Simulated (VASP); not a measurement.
Here is a VASP 6.6.1 calculation.

The input INCAR:

```
SYSTEM = Ru
PREC = Accurate
ENCUT = 520
EDIFF = 1E-6
ISMEAR = 0
SIGMA = 0.1
LREAL = .FALSE.
LASPH = .TRUE.
NELM = 60
ALGO = Normal
ISIF = 2
LWAVE = .FALSE.
LCHARG = .FALSE.
GGA = PE
NBANDS = 21
```

File KPOINTS:

```
Automatic mesh
0
G
  15 15 8
  0 0 0
```

POSCAR

```
Ru
1.0
    2.7456828164      0.0000000000      0.0000000000
   -1.3728414082      2.3778310698      0.0000000000
    0.0000000000      0.0000000000      4.4734722060
Ru
2
Direct
    0.3333333333      0.6666666667      0.2640124711
    0.6666666667      0.3333333333      0.7359875289
```

Potentials or basis: VASP PAW PBE potentials, release 64 (Ru_pv).

Command:

```sh
$ cat potpaw_PBE.64/Ru_pv/POTCAR > POTCAR
$ mpirun -np 1 vasp_std > vasp.out
```

Q: Estimate the pressure.

A: -14.1 GPa.

Q: Estimate the largest force.

A: 0.888 eV/Å.

Q: Estimate the band gap on the k mesh.

A: Zero (bands 14 and 15 overlap by 2.76 eV).

Forces in eV/Å, atoms in the order of the input:
```
Ru   0.000  0.000 -0.888
Ru   0.000  0.000  0.888
```

Caveat: the cell differs from its parent crystal (strained and its atoms moved); the stress differs along the axes, from -20 to -11 GPa.
